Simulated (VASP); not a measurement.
# NaH (P6_3/mmc) in VASP: settings compared

The runs below take NaH through dielectric tensor, vibrations by perturbation theory, with PBE, PBEsol.

Program: VASP 6.6.1. These are calculated values, not measurements. Logs are shortened: lines on timing, memory, paths and dates and some standing lists are left out, and cuts for length are marked.

## Step 1: The cell of the first run

It takes space group P6_3/mmc (No. 194, hexagonal). Conventional cell: a = 3.319 Å, b = 3.319 Å, c = 5.831 Å, α = 90.00°, β = 90.00°, γ = 120.00°. Within 3.4 Å of Na (site symmetry -3m) lie 6 H at 2.41 Å and 8 Na at 2.92 to 3.32 Å. H (site symmetry -6m2) has 6 Na at 2.41 Å and 12 H at 3.32 to 3.49 Å within 3.5 Å.

## Step 2: Dielectric tensor, PBE

The input, INCAR:

```
SYSTEM = NaH
ALGO = Normal ; EDIFF = 1E-8
ENCUT = 520 ; GGA = PE
ISIF = 2 ; ISMEAR = 0
LASPH = .TRUE. ; LCHARG = .FALSE.
LEPSILON = .TRUE. ; LREAL = .FALSE.
LWAVE = .FALSE. ; NELM = 60
PREC = Accurate ; SIGMA = 0.01
```

The input, KPOINTS:

```
k-points
0
G
  9 9 4
  0 0 0
```

The input, POSCAR:

```
NaH
1.0
    3.3191587698      0.0000000000      0.0000000000
   -1.6595793849      2.8744758138      0.0000000000
    0.0000000000      0.0000000000      5.8309537900
Na H
2 2
Direct
    0.0000000000      0.0000000000      0.0000000000
    0.0000000000      0.0000000000      0.5000000000
    0.3333333333      0.6666666667      0.2500000000
    0.6666666667      0.3333333333      0.7500000000
```

Potentials or basis: VASP PAW PBE potentials, release 64 (Na_pv, H).

On the command line:

```sh
cat potpaw_PBE.64/Na_pv/POTCAR potpaw_PBE.64/H/POTCAR > POTCAR
mpirun -np 1 vasp_std > vasp.out
```

OUTCAR:

```text
SYSTEM = NaH
   EDIFF = 1E-8
   ENCUT = 520
   GGA = PE
   ISIF = 2
   ISMEAR = 0
   LASPH = .TRUE.
   LEPSILON = .TRUE.
   LREAL = .FALSE.
   NELM = 60
   PREC = Accurate

 ion  position               nearest neighbor table
   1  0.000  0.000  0.000-
   2  0.000  0.000  0.500-
   3  0.333  0.667  0.250-
   4  0.667  0.333  0.750-

  LATTYP: Found a hexagonal cell.
 ALAT       =     3.3191587698
 C/A-ratio  =     1.7567565140

  Lattice vectors:

 A1 = (   3.3191587698,   0.0000000000,   0.0000000000)
 A2 = (  -1.6595793849,   2.8744758138,   0.0000000000)
 A3 = (   0.0000000000,   0.0000000000,   5.8309537900)

Analysis of symmetry for initial positions (statically):
=====================================================================
 Subroutine PRICEL returns:
 Original cell was already a primitive cell.

 Routine SETGRP: Setting up the symmetry group for a
 hexagonal supercell.

 Subroutine GETGRP returns: Found 24 space group operations
 (whereof 12 operations were pure point group operations)
 out of a pool of 24 trial point group operations.

The static configuration has the point symmetry D_3d.
 The point group associated with its full space group is D_6h.

Analysis of symmetry for dynamics (positions and initial velocities):
=====================================================================
 Subroutine PRICEL returns:
 Original cell was already a primitive cell.

 Routine SETGRP: Setting up the symmetry group for a
 hexagonal supercell.

 Subroutine GETGRP returns: Found 24 space group operations
 (whereof 12 operations were pure point group operations)
 out of a pool of 24 trial point group operations.

The dynamic configuration has the point symmetry D_3d.
 The point group associated with its full space group is D_6h.

 Subroutine INISYM returns: Found 24 space group operations
 (whereof 12 operations are pure point group operations),
 and found     1 'primitive' translations

----------------------------------------------------------------------------------------

                                     Primitive cell

  volume of cell :      55.6322

  direct lattice vectors                    reciprocal lattice vectors
     3.319158770  0.000000000  0.000000000     0.301281159  0.173944758  0.000000000
    -1.659579385  2.874475814  0.000000000     0.000000000  0.347889516  0.000000000
     0.000000000  0.000000000  5.830953790     0.000000000  0.000000000  0.171498529

  length of vectors
     3.319158770  3.319158770  5.830953790     0.347889516  0.347889516  0.171498529

  position of ions in fractional coordinates (direct lattice)
     0.000000000  0.000000000  0.000000000
     0.000000000  0.000000000  0.500000000
     0.333333333  0.666666667  0.250000000
     0.666666667  0.333333333  0.750000000

  ion indices of the primitive-cell ions
   primitive index   ion index
                 1           1
                 2           2
                 3           3
                 4           4

----------------------------------------------------------------------------------------

 KPOINTS: k-points

Automatic generation of k-mesh.
 Grid dimensions read from file:
 generate k-points for:    9    9    4

 Generating k-lattice:

  Cartesian coordinates                     Fractional coordinates (reciprocal lattice)
     0.033475684  0.019327195  0.000000000     0.111111111  0.000000000  0.000000000
     0.000000000  0.038654391  0.000000000     0.000000000  0.111111111  0.000000000
     0.000000000  0.000000000  0.042874632     0.000000000  0.000000000  0.250000000

  Length of vectors
     0.038654391  0.038654391  0.042874632

  Shift w.r.t. Gamma in fractional coordinates (k-lattice)
     0.000000000  0.000000000  0.000000000

 Subroutine IBZKPT returns following result:
 ===========================================

 Found     36 irreducible k-points:

 Following reciprocal coordinates:
            Coordinates               Weight
  0.000000  0.000000  0.000000      1.000000
  0.111111  0.000000  0.000000      6.000000
  0.222222  0.000000  0.000000      6.000000
  0.333333  0.000000  0.000000      6.000000
  0.444444  0.000000  0.000000      6.000000
[... 40 lines left out ...]
   EDIFFG = 0.1E-06   stopping-criterion for IOM
   NSW    =      0    number of steps for IOM
   IBRION =     -1    ionic relax: 0-MD 1-quasi-New 2-CG
   NFREE  =      0    steps in history (QN), initial steepest desc. (CG)
   ISIF   =      2    stress and relaxation
   ISYM   =      2    0-nonsym 1-usesym 2-fastsym
   POTIM  = 0.5000    time-step for ionic-motion
   TEBEG  =    0.0;   TEEND  =   0.0 temperature during run
   PSTRESS=    0.0 pullay stress
   NELECT =      16.0000    total number of electrons
   NUPDOWN=      -1.0000    fix difference up-down
   EMIN   =  10.00;   EMAX   =-10.00  energy-range for DOS
   EFERMI =   0.00;   METHOD = LEGACY
   ISMEAR =     0;   SIGMA  =   0.01  broadening in eV -4-tet -1-fermi 0-gaus
   EFERMI_NEDOS =   21; number of points for ismear=-14 and -15
   IALGO  =     38    algorithm
   IMIX   =      4    mixing-type and parameters
     AMIX     =   0.40;   BMIX     =  1.00
     AMIX_MAG =   1.60;   BMIX_MAG =  1.00
  volume/ion in A,a.u.               =      13.91        93.86
  Fermi-wavevector in a.u.,A,eV,Ry     =   1.080619  2.042074 15.888042  1.167738
  Thomas-Fermi vector in A             =   2.216615
   LORBIT       =      0    0 simple, 1 ext, 2 COOP (PROOUT), +10 PAW based schemes
   GGA     = PE    functional components
   LHFCALC =     F    Hartree Fock is set to
   AEXX    =    0.0000 exact exchange contribution
   IVDW    =     0    specifies the selected vdW correction
   LEPSILON=     T    determine dielectric tensor
   LRPA    =     F    only Hartree local field effects (RPA)
 non-spin polarized calculation
 Gauss-broadening in eV      SIGMA  =   0.01
  energy-cutoff  :      520.00
  volume of cell :       55.63
 maximum number of plane-waves:      1521
 NGX is ok and might be reduce to    28
   NGX = 13   NGY = 13   NGZ = 21

--------------------------------------- Ionic step        1  -------------------------------------------

 number of electron      16.0000008 magnetization

 E-fermi :  -1.0161     XC(G=0):  -7.8123

 val. band max:       -1.0770529178   @ k =   0.3333   0.2222   0.0000
 cond. band min:       2.3469872419   @ k =   0.0000   0.0000   0.0000
 fundamental gap:      3.4240401597
 Fermi energy:        -1.0160641832

 k-point     1 :       0.0000    0.0000    0.0000
  band No.  band energies     occupation
      1     -23.4504      2.00000
      2     -23.2919      2.00000
      3     -23.2919      2.00000
      4     -23.2726      2.00000
      5     -23.2726      2.00000
      6     -23.2531      2.00000
      7      -4.7050      2.00000
      8      -2.2199      2.00000
      9       2.3470      0.00000
     10       9.3689      0.00000
     11      10.3969      0.00000
     12      12.8364      0.00000
[... 331 lines left out ...]
 k-point    24 :       0.3333    0.3333    0.2500
  band No.  band energies     occupation
      1     -23.3988      2.00000
      2     -23.3537      2.00000
      3     -23.3537      2.00000
      4     -23.3342      2.00000
      5     -23.3342      2.00000
      6     -23.2700      2.00000
      7      -1.2039      2.00000
      8      -1.2039      2.00000
      9       4.5194      0.00000
     10       4.5194      0.00000
     11       4.8010      0.00000
     12       6.6740      0.00000

 [... further k-points ...]

  FORCE on cell =-STRESS in cart. coord.  units (eV):
  Direction    XX          YY          ZZ          XY          YZ          ZX
  --------------------------------------------------------------------------------------
  -------------------------------------------------------------------------------------
  Total        0.1649303      0.1649303      0.2421546      0.0000000      0.0000000      0.0000000
  in kB        4.7499041      4.7499041      6.9739212      0.0000000      0.0000000      0.0000000
  external PRESSURE =       5.4912432 kB  Pullay stress =       0.0000000 kB

 VOLUME and BASIS-vectors are now :
 -----------------------------------------------------------------------------
  energy-cutoff  :      520.00
  volume of cell :       55.63
      direct lattice vectors                 reciprocal lattice vectors
     3.319158770  0.000000000  0.000000000     0.301281159  0.173944758  0.000000000
    -1.659579385  2.874475814  0.000000000     0.000000000  0.347889516  0.000000000
     0.000000000  0.000000000  5.830953790     0.000000000  0.000000000  0.171498529

 POSITION                                       TOTAL-FORCE (eV/Angst)
 -----------------------------------------------------------------------------------
      0.00000      0.00000      0.00000        -0.000000      0.000000     -0.000000
      0.00000      0.00000      2.91548        -0.000000      0.000000     -0.000000
     -0.00000      1.91632      1.45774         0.000000     -0.000000      0.000000
      1.65958      0.95816      4.37322         0.000000      0.000000     -0.000000
 -----------------------------------------------------------------------------------
    total drift:                               -0.000000     -0.000000      0.000000

  FREE ENERGIE OF THE ION-ELECTRON SYSTEM (eV)
  ---------------------------------------------------
  free  energy   TOTEN  =        -9.9955008843 eV

  energy  without entropy=       -9.9955008843  energy(sigma->0) =       -9.99550088

 HEAD OF MICROSCOPIC STATIC DIELECTRIC TENSOR (INDEPENDENT PARTICLE, excluding Hartree and local field effects)
 ------------------------------------------------------
           3.145122     0.000000     0.000000
           0.000000     3.145122    -0.000000
           0.000000    -0.000000     3.196697
 ------------------------------------------------------

 Free energy of the ion-electron system (eV)
  ---------------------------------------------------
  ---------------------------------------------------
  free energy    TOTEN  =        -0.37648063 eV

  energy without entropy =       -0.37648063

------------------------ aborting loop because EDIFF is reached ----------------------------------------

--------------------------------------- Ionic step        2  -------------------------------------------

------------------------ aborting loop because EDIFF is reached ----------------------------------------

--------------------------------------- Ionic step        3  -------------------------------------------

 Free energy of the ion-electron system (eV)
  ---------------------------------------------------
  ---------------------------------------------------
  free energy    TOTEN  =        -0.38445595 eV

  energy without entropy =       -0.38445595

------------------------ aborting loop because EDIFF is reached ----------------------------------------

 PIEZOELECTRIC TENSOR FIELD DIRECTION 3  (e Angst)
 -----------------------------------------------------------------------------
    -0.00052  0.00000  0.00000           (  0.00000  0.00000  0.00000)
    -0.00000 -0.00052  0.00000           ( -0.00000  0.00000  0.00000)
     0.00000 -0.00000  0.00062           (  0.00000  0.00000 -0.00000)

 PIEZOELECTRIC TENSOR FIELD DIRECTION 3  (C/m^2)
 -----------------------------------------------------------------------------
    -0.00015  0.00000  0.00000
    -0.00000 -0.00015  0.00000
     0.00000 -0.00000  0.00018

 MACROSCOPIC STATIC DIELECTRIC TENSOR (including local field effects in DFT)
 ------------------------------------------------------
           3.106555     0.000000     0.000000
           0.000000     3.106555     0.000000
           0.000000    -0.000000     3.137570
 ------------------------------------------------------

 PIEZOELECTRIC TENSOR (including local field effects)  for field in x, y, z        (e  Angst)
          XX          YY          ZZ          XY          YZ          ZX
  --------------------------------------------------------------------------------
  x     0.00000     0.00000     0.00000     0.00000     0.00000     0.00000
  y     0.00000     0.00000     0.00000     0.00000     0.00000     0.00000
  z     0.00000     0.00000     0.00000     0.00000     0.00000     0.00000

 PIEZOELECTRIC TENSOR (including local field effects)  for field in x, y, z        (C/m^2)
          XX          YY          ZZ          XY          YZ          ZX
  --------------------------------------------------------------------------------
  x     0.00000     0.00000     0.00000     0.00000     0.00000     0.00000
  y     0.00000     0.00000     0.00000     0.00000     0.00000     0.00000
  z     0.00000     0.00000     0.00000     0.00000     0.00000     0.00000

 BORN EFFECTIVE CHARGES (including local field effects) (in |e|, cummulative output)
 ---------------------------------------------------------------------------------
 ion    1
    1     0.96093     0.00000     0.00000
    2     0.00000     0.96093     0.00000
    3     0.00000     0.00000     0.97170
 ion    2
    1     0.96093     0.00000     0.00000
    2     0.00000     0.96093     0.00000
    3     0.00000     0.00000     0.97170
 ion    3
    1    -0.96093     0.00000    -0.00000
    2    -0.00000    -0.96093     0.00000
    3    -0.00000     0.00000    -0.97170
 ion    4
    1    -0.96093     0.00000     0.00000
    2    -0.00000    -0.96093     0.00000
    3     0.00000     0.00000    -0.97170
```

Wall time 2.1 min (1 thread of Intel Xeon 6975P-C (Granite Rapids), shared host); peak memory 0.28 GiB.

Results:

* Band gap on the k mesh: 3.42 eV (least direct gap 4.57 eV)
* Electronic dielectric tensor (diagonal): 3.11, 3.11, 3.14
* Born charges (mean of the diagonal): Na +0.96; H -0.96 e

Levels at points of the mesh, in eV from the valence-band top:
| k point | band 6 | band 7 | band 8 | band 9 | band 10 | band 11 |
| --- | --- | --- | --- | --- | --- | --- |
| (0.00, 0.00, 0.00) | -22.18 | -3.63 | -1.14 | 3.42 | 10.45 | 11.47 |
| (0.00, 0.00, 0.50) | -22.21 | -2.69 | -2.69 | 6.65 | 6.65 | 12.06 |

Electronic dielectric tensor:
```
3.11 0.00 0.00
0.00 3.11 0.00
0.00 0.00 3.14
```

Born effective charge tensors (e):
atom 1, Na
```
0.96 0.00 0.00
0.00 0.96 0.00
0.00 0.00 0.97
```
atom 2, Na
```
0.96 0.00 0.00
0.00 0.96 0.00
0.00 0.00 0.97
```
atom 3, H
```
-0.96  0.00  0.00
 0.00 -0.96  0.00
 0.00  0.00 -0.97
```
atom 4, H
```
-0.96  0.00  0.00
 0.00 -0.96  0.00
 0.00  0.00 -0.97
```

A k mesh can miss the band edges.

(Part 1 of 2 ends here.)
